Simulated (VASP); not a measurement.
# WC (Fm-3m) in VASP: single point with PBEsol

Aim: the single point of WC with PBEsol.

Program: VASP 6.6.1. These are calculated values, not measurements. Logs are shortened: lines on timing, memory, paths and dates and some standing lists are left out, and cuts for length are marked.

## Step 1: The cell of the first run

The structure is cubic, space group Fm-3m (No. 225). Conventional cell: a = 4.385 Å, b = 4.385 Å, c = 4.385 Å, α = 90.00°, β = 90.00°, γ = 90.00°. W (site symmetry m-3m) has 6 C at 2.19 Å within 2.9 Å. Within 2.9 Å of C (site symmetry m-3m) lie 6 W at 2.19 Å.

## Step 2: Single point, PBEsol

Contents of INCAR:

```
SYSTEM = WC
  PREC = Accurate
  ENCUT = 600
  EDIFF = 1E-6
  ISMEAR = -1
  SIGMA = 0.01
  LREAL = .False.
  LASPH = .True.
  NELM = 120
  ALGO = Normal
  ISIF = 2
  LWAVE = .False.
  LCHARG = .False.
  GGA = PS
  NBANDS = 86
  ISYM = 0
  GGA_COMPAT = .False.
```

Contents of KPOINTS:

```
Automatic mesh
0
Gamma
  3 3 3
  0.5 0.5 0.5
```

Contents of POSCAR:

```
WC
1.0
    0.0000000000      4.3853600000      4.3853600000
    4.3853600000      0.0000000000      4.3853600000
    4.3853600000      4.3853600000      0.0000000000
W C
8 8
Direct
    0.0000000000      0.0000000000      0.0000000000
    0.0000000000      0.0000000000      0.5000000000
    0.0000000000      0.5000000000      0.0000000000
    0.0000000000      0.5000000000      0.5000000000
    0.5000000000      0.0000000000      0.0000000000
    0.5000000000      0.0000000000      0.5000000000
    0.5000000000      0.5000000000      0.0000000000
    0.5000000000      0.5000000000      0.5000000000
    0.2500000000      0.2500000000      0.2500000000
    0.2500000000      0.2500000000      0.7500000000
    0.2500000000      0.7500000000      0.2500000000
    0.2500000000      0.7500000000      0.7500000000
    0.7500000000      0.2500000000      0.2500000000
    0.7500000000      0.2500000000      0.7500000000
    0.7500000000      0.7500000000      0.2500000000
    0.7500000000      0.7500000000      0.7500000000
```

Potentials or basis: VASP PAW PBE potentials, release 64 (W_sv, C).

Run with:

```
$ cat potpaw_PBE.64/W_sv/POTCAR potpaw_PBE.64/C/POTCAR > POTCAR
$ mpirun -np 1 vasp_std > vasp.out
```

OUTCAR:

```text
SYSTEM = WC
   PREC = Accurate
   ENCUT = 600
   EDIFF = 1E-6
   ISMEAR = -1
   LREAL = .False.
   LASPH = .True.
   NELM = 120
   ISIF = 2
   GGA = PS
   ISYM = 0

 ion  position               nearest neighbor table
   1  0.000  0.000  0.000-  10 2.19  11 2.19  12 2.19  13 2.19  14 2.19  15 2.19   2 3.10   3 3.10
                             5 3.10   2 3.10   4 3.10   6 3.10   3 3.10   4 3.10   7 3.10   5 3.10
   2  0.000  0.000  0.500-   9 2.19  11 2.19  12 2.19  13 2.19  14 2.19  16 2.19   1 3.10   4 3.10
                             6 3.10   1 3.10   3 3.10   5 3.10   3 3.10   4 3.10   8 3.10   5 3.10
   3  0.000  0.500  0.000-   9 2.19  10 2.19  12 2.19  13 2.19  15 2.19  16 2.19   1 3.10   4 3.10
                             7 3.10   2 3.10   4 3.10   8 3.10   1 3.10   2 3.10   5 3.10   5 3.10
   4  0.000  0.500  0.500-   9 2.19  10 2.19  11 2.19  14 2.19  15 2.19  16 2.19   2 3.10   3 3.10
                             8 3.10   1 3.10   3 3.10   7 3.10   1 3.10   2 3.10   6 3.10   6 3.10
   5  0.500  0.000  0.000-   9 2.19  10 2.19  11 2.19  14 2.19  15 2.19  16 2.19   1 3.10   6 3.10
                             7 3.10   2 3.10   6 3.10   8 3.10   3 3.10   7 3.10   8 3.10   1 3.10
   6  0.500  0.000  0.500-   9 2.19  10 2.19  12 2.19  13 2.19  15 2.19  16 2.19   2 3.10   5 3.10
                             8 3.10   1 3.10   5 3.10   7 3.10   4 3.10   7 3.10   8 3.10   1 3.10
   7  0.500  0.500  0.000-   9 2.19  11 2.19  12 2.19  13 2.19  14 2.19  16 2.19   3 3.10   5 3.10
                             8 3.10   4 3.10   6 3.10   8 3.10   1 3.10   5 3.10   6 3.10   1 3.10
   8  0.500  0.500  0.500-  10 2.19  11 2.19  12 2.19  13 2.19  14 2.19  15 2.19   4 3.10   6 3.10
                             7 3.10   3 3.10   5 3.10   7 3.10   2 3.10   5 3.10   6 3.10   2 3.10
   9  0.250  0.250  0.250-   2 2.19   3 2.19   4 2.19   5 2.19   6 2.19   7 2.19
  10  0.250  0.250  0.750-   1 2.19   3 2.19   4 2.19   5 2.19   6 2.19   8 2.19
  11  0.250  0.750  0.250-   1 2.19   2 2.19   4 2.19   5 2.19   7 2.19   8 2.19
  12  0.250  0.750  0.750-   1 2.19   2 2.19   3 2.19   6 2.19   7 2.19   8 2.19
  13  0.750  0.250  0.250-   1 2.19   2 2.19   3 2.19   6 2.19   7 2.19   8 2.19
  14  0.750  0.250  0.750-   1 2.19   2 2.19   4 2.19   5 2.19   7 2.19   8 2.19
  15  0.750  0.750  0.250-   1 2.19   3 2.19   4 2.19   5 2.19   6 2.19   8 2.19
  16  0.750  0.750  0.750-   2 2.19   3 2.19   4 2.19   5 2.19   6 2.19   7 2.19

IMPORTANT INFORMATION: All symmetrisations will be switched off!
NOSYMM: (Re-)initialisation of all symmetry stuff for point group C_1.

----------------------------------------------------------------------------------------

                                     Primitive cell

  volume of cell :     168.6731

  direct lattice vectors                    reciprocal lattice vectors
     0.000000000  4.385360000  4.385360000    -0.114015725  0.114015725  0.114015725
     4.385360000  0.000000000  4.385360000     0.114015725 -0.114015725  0.114015725
     4.385360000  4.385360000  0.000000000     0.114015725  0.114015725 -0.114015725

  length of vectors
     6.201835588  6.201835588  6.201835588     0.197481029  0.197481029  0.197481029

  position of ions in fractional coordinates (direct lattice)
     0.000000000  0.000000000  0.000000000
     0.000000000  0.000000000  0.500000000
     0.000000000  0.500000000  0.000000000
     0.000000000  0.500000000  0.500000000
     0.500000000  0.000000000  0.000000000
     0.500000000  0.000000000  0.500000000
[... 8 lines left out ...]
     0.750000000  0.750000000  0.250000000
     0.750000000  0.750000000  0.750000000

  ion indices of the primitive-cell ions
   primitive index   ion index
                 1           1
                 2           2
                 3           3
                 4           4
                 5           5
                 6           6
[... 8 lines left out ...]
                15          15
                16          16

----------------------------------------------------------------------------------------

 KPOINTS: Automatic mesh

Automatic generation of k-mesh.
 Grid dimensions read from file:
 generate k-points for:    3    3    3

 Generating k-lattice:

  Cartesian coordinates                     Fractional coordinates (reciprocal lattice)
    -0.038005242  0.038005242  0.038005242     0.333333333  0.000000000  0.000000000
     0.038005242 -0.038005242  0.038005242     0.000000000  0.333333333  0.000000000
     0.038005242  0.038005242 -0.038005242     0.000000000  0.000000000  0.333333333

  Length of vectors
     0.065827010  0.065827010  0.065827010

  Shift w.r.t. Gamma in fractional coordinates (k-lattice)
     0.500000000  0.500000000  0.500000000

 Subroutine IBZKPT returns following result:
 ===========================================

 Found     56 irreducible k-points:

 Following reciprocal coordinates:
            Coordinates               Weight
  0.166667  0.166667  0.166667      2.000000
  0.166667  0.000000  0.000000      2.000000
  0.000000  0.000000 -0.166667      2.000000
  0.000000  0.166667  0.000000      2.000000
  0.500000  0.166667  0.166667      2.000000
  0.166667  0.500000  0.166667      2.000000
[... 16 lines left out ...]
  0.000000 -0.333333 -0.166667      2.000000
 -0.333333  0.000000 -0.166667      2.000000
 [... further k-points ...]
   k-points           NKPTS =     56   k-points in BZ     NKDIM =     56   number of bands    NBANDS=     86
   number of dos      NEDOS =    301   number of ions     NIONS =     16
   total plane-waves  NPLWV = 125000
   dimension x,y,z NGX =    50 NGY =   50 NGZ =   50
   dimension x,y,z NGXF=   100 NGYF=  100 NGZF=  100
   ions per type =               8   8
   NGX,Y,Z   is equivalent  to a cutoff of  13.40, 13.40, 13.40 a.u.
   NGXF,Y,Z  is equivalent  to a cutoff of  26.81, 26.81, 26.81 a.u.
 SYSTEM =  WC
   PREC   = accura    normal or accurate (medium, high low for compatibility)
   ISTART =      0    job   : 0-new  1-cont  2-samecut
   ICHARG =      2    charge: 1-file 2-atom 10-const
   ISPIN  =      1    spin polarized calculation?
   LNONCOLLINEAR =      F non collinear calculations
   LSORBIT =      F    spin-orbit coupling
   LASPH  =      T    aspherical Exc in radial PAW
   ENCUT  =  600.0 eV  44.10 Ry    6.64 a.u.  12.39 12.39 12.39*2*pi/ulx,y,z
   NELM   =    120;   NELMIN=  2; NELMDL= -5     # of ELM steps
   EDIFF  = 0.1E-05   stopping-criterion for ELM
   LREAL  =      F    real-space projection
   EDIFFG = 0.1E-04   stopping-criterion for IOM
   NSW    =      0    number of steps for IOM
   IBRION =     -1    ionic relax: 0-MD 1-quasi-New 2-CG
   NFREE  =      0    steps in history (QN), initial steepest desc. (CG)
   ISIF   =      2    stress and relaxation
   ISYM   =      0    0-nonsym 1-usesym 2-fastsym
   POTIM  = 0.5000    time-step for ionic-motion
   TEBEG  =    0.0;   TEEND  =   0.0 temperature during run
   PSTRESS=    0.0 pullay stress
   NELECT =     144.0000    total number of electrons
   NUPDOWN=      -1.0000    fix difference up-down
   EMIN   =  10.00;   EMAX   =-10.00  energy-range for DOS
   EFERMI =   0.00;   METHOD = LEGACY
   ISMEAR =    -1;   SIGMA  =   0.01  broadening in eV -4-tet -1-fermi 0-gaus
   EFERMI_NEDOS =   21; number of points for ismear=-14 and -15
   IALGO  =     38    algorithm
   IMIX   =      4    mixing-type and parameters
     AMIX     =   0.40;   BMIX     =  1.00
     AMIX_MAG =   1.60;   BMIX_MAG =  1.00
  volume/ion in A,a.u.               =      10.54        71.14
  Fermi-wavevector in a.u.,A,eV,Ry     =   1.553032  2.934805 32.816007  2.411908
  Thomas-Fermi vector in A             =   2.657321
   LORBIT       =      0    0 simple, 1 ext, 2 COOP (PROOUT), +10 PAW based schemes
   GGA     = PS    functional components
   LHFCALC =     F    Hartree Fock is set to
   AEXX    =    0.0000 exact exchange contribution
   IVDW    =     0    specifies the selected vdW correction
   LEPSILON=     F    determine dielectric tensor
   LRPA    =     F    only Hartree local field effects (RPA)
 non-spin polarized calculation
  energy-cutoff  :      600.00
  volume of cell :      168.67
 maximum number of plane-waves:      5672
 NGX is ok and might be reduce to    50
   NGX = 25   NGY = 25   NGZ = 25

 number of electron     144.0000009 magnetization

 Free energy of the ion-electron system (eV)
  ---------------------------------------------------
  ext. energy  EPLUGINS =         0.00000000
  ---------------------------------------------------
  free energy    TOTEN  =      -183.86362400 eV

  energy without entropy =     -183.85685836  energy(sigma->0) =     -183.86024118

 E-fermi :  12.0144     XC(G=0): -13.8433

 val. band max:       12.0092971762   @ k =  -0.1667  -0.3333  -0.3333
 cond. band min:      12.2770443868   @ k =   0.0000  -0.3333  -0.1667
 fundamental gap:      0.2677472106
 Fermi energy:        12.0143913851

 k-point     1 :       0.1667    0.1667    0.1667
  band No.  band energies     occupation
      1     -63.1293      2.00000
      2     -63.0973      2.00000
      3     -63.0940      2.00000
      4     -63.0939      2.00000
      5     -63.0938      2.00000
      6     -63.0833      2.00000
[... 76 lines left out ...]
     83      13.7288      0.00000
     84      13.8819      0.00000

 k-point     2 :       0.1667    0.0000    0.0000
  band No.  band energies     occupation
      1     -63.1293      2.00000
      2     -63.0973      2.00000
      3     -63.0940      2.00000
      4     -63.0939      2.00000
      5     -63.0938      2.00000
      6     -63.0833      2.00000
[... 1903 lines left out ...]
     83      14.0842      0.00000
     84      14.1009      0.00000

 k-point    24 :      -0.3333    0.0000   -0.1667
  band No.  band energies     occupation
      1     -63.1231      2.00000
      2     -63.1001      2.00000
      3     -63.0940      2.00000
      4     -63.0938      2.00000
      5     -63.0910      2.00000
      6     -63.0894      2.00000
[... 76 lines left out ...]
     83      14.0841      0.00000
     84      14.1009      0.00000

 [... further k-points ...]

 [bands above 84 left out]

------------------------ aborting loop because EDIFF is reached ----------------------------------------

  FORCE on cell =-STRESS in cart. coord.  units (eV):
  Direction    XX          YY          ZZ          XY          YZ          ZX
  --------------------------------------------------------------------------------------
  -------------------------------------------------------------------------------------
  Total       -9.6416181     -9.6417969     -9.6415594      0.0001392     -0.0001085     -0.0000460
  in kB      -91.5829774    -91.5846759    -91.5824198      0.0013227     -0.0010307     -0.0004370
  external PRESSURE =     -91.5833577 kB  Pullay stress =       0.0000000 kB

 VOLUME and BASIS-vectors are now :
 -----------------------------------------------------------------------------
  energy-cutoff  :      600.00
  volume of cell :      168.67
      direct lattice vectors                 reciprocal lattice vectors
     0.000000000  4.385360000  4.385360000    -0.114015725  0.114015725  0.114015725
     4.385360000  0.000000000  4.385360000     0.114015725 -0.114015725  0.114015725
     4.385360000  4.385360000  0.000000000     0.114015725  0.114015725 -0.114015725

 POSITION                                       TOTAL-FORCE (eV/Angst)
 -----------------------------------------------------------------------------------
      0.00000      0.00000      0.00000         0.000004      0.000002      0.000002
      2.19268      2.19268      0.00000        -0.000000      0.000001      0.000002
      2.19268      0.00000      2.19268        -0.000001     -0.000004     -0.000000
      4.38536      2.19268      2.19268        -0.000014      0.000003      0.000002
      0.00000      2.19268      2.19268         0.000009      0.000002     -0.000005
      2.19268      4.38536      2.19268        -0.000000      0.000004     -0.000000
[... 8 lines left out ...]
      4.38536      4.38536      6.57804        -0.000020      0.000016      0.000012
      6.57804      6.57804      6.57804        -0.000014      0.000026      0.000058
 -----------------------------------------------------------------------------------
    total drift:                               -0.000009      0.000008     -0.000001

  FREE ENERGIE OF THE ION-ELECTRON SYSTEM (eV)
  ---------------------------------------------------
  free  energy   TOTEN  =      -183.8636239991 eV

  energy  without entropy=     -183.8568583571  energy(sigma->0) =     -183.86024118
```

It took 27 min on 1 thread of Intel Xeon Platinum 8375C at 2.90GHz (Ice Lake), shared host; peak memory 0.79 GiB.

Results:

| Quantity | Value |
| --- | --- |
| Free energy | -183.8636 eV |
| Pressure | -9.2 GPa |
| Band gap on the k mesh | zero (bands 72 and 73 overlap by 1.64 eV) |

Caveat: the k points lie up to 0.41 Å⁻¹ apart, too coarse for converged energies and pressures of a metal; the PAW data sets were made with another functional, which shifts forces and pressure a little; spin-orbit coupling is left out, which moves the levels of the heavy elements.

The gap in the log of VASP goes by the Fermi energy; the results here count the filled bands.